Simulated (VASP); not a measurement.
LiNbO3, 10 atoms in the cell. The structure is trigonal, space group R3c (No. 161). The conventional cell has a = 5.187 Å, b = 5.187 Å, c = 13.136 Å, α = 90.00°, β = 90.00°, γ = 120.00°. Li (site symmetry 3) has 6 O at 2.07 to 2.19 Å within 2.7 Å. Within 2.5 Å of Nb (site symmetry 3) lie 6 O at 1.86 to 2.10 Å. O (site symmetry 1) has 2 Nb at 1.86 to 2.10 Å and 2 Li at 2.07 to 2.19 Å within 2.5 Å. 

- Program: VASP 6.6.1
- Task: single point
- Functional: PBE
- Potentials or basis: VASP PAW PBE potentials, release 64 (Li_sv, Nb_sv, O)
- Cutoff: 520 eV
- k mesh: 6 × 6 × 6
- Occupations: gaussian, width 0.05 eV
- Spin: no spin polarisation
- Dipole correction: no
- Further INCAR settings: ALGO = Normal; EDIFF = 1e-07; NBANDS = 45

Potentials or basis: VASP PAW PBE potentials, release 64 (Li_sv, Nb_sv, O).

The run is started by

```bash
$ cat potpaw_PBE.64/Li_sv/POTCAR potpaw_PBE.64/Nb_sv/POTCAR potpaw_PBE.64/O/POTCAR > POTCAR
$ mpirun -np 1 vasp_std > vasp.out
```

Hardware: 1 thread of AMD EPYC 7R13, on a shared host.

Q: How long does it take, and how much memory?

A: Run time: 2.9 min on 1 thread of AMD EPYC 7R13, on a shared host, peak memory 0.27 GiB. Counts: scf iterations 16, k points 32.
